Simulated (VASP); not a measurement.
Here is a VASP 6.6.1 calculation.

File INCAR:

```
SYSTEM = Be3Pd
PREC = Accurate
ENCUT = 520
EDIFF = 1E-6
ISMEAR = -1
SIGMA = 0.05
LREAL = .False.
LASPH = .True.
NELM = 80
ALGO = Normal
ISIF = 2
LWAVE = .False.
LCHARG = .True.
LELF = .True.
LVHAR = .True.
NBANDS = 16
```

File KPOINTS:

```
regular mesh
0
Gamma
  11 11 11
  0 0 0
```

File POSCAR:

```
Be3Pd
1.0
   -1.6318279452      1.6318279452      3.5399409280
    1.6318279452     -1.6318279452      3.5399409280
    1.6318279452      1.6318279452     -3.5399409280
Be Pd
3 1
Direct
    0.7500000000      0.2500000000      0.5000000000
    0.2500000000      0.7500000000      0.5000000000
    0.5000000000      0.5000000000      0.0000000000
    0.0000000000      0.0000000000      0.0000000000
```

Potentials or basis: VASP PAW LDA potentials, release 64 (Be, Pd).

The run is started by

```bash
$ cat potpaw_LDA.64/Be/POTCAR potpaw_LDA.64/Pd/POTCAR > POTCAR
$ mpirun -np 1 vasp_std > vasp.out
```

**Question.** Estimate the band gap on the k mesh.

**Answer.** Zero (band 8 reaches 11.81 eV, above the bottom of band 9 at 6.92 eV).

**Question.** Estimate the pressure.

**Answer.** 0.5 GPa.

Stress tensor (GPa, compression positive):
```
0.65 0.00 0.00
0.00 0.65 0.00
0.00 0.00 0.27
```
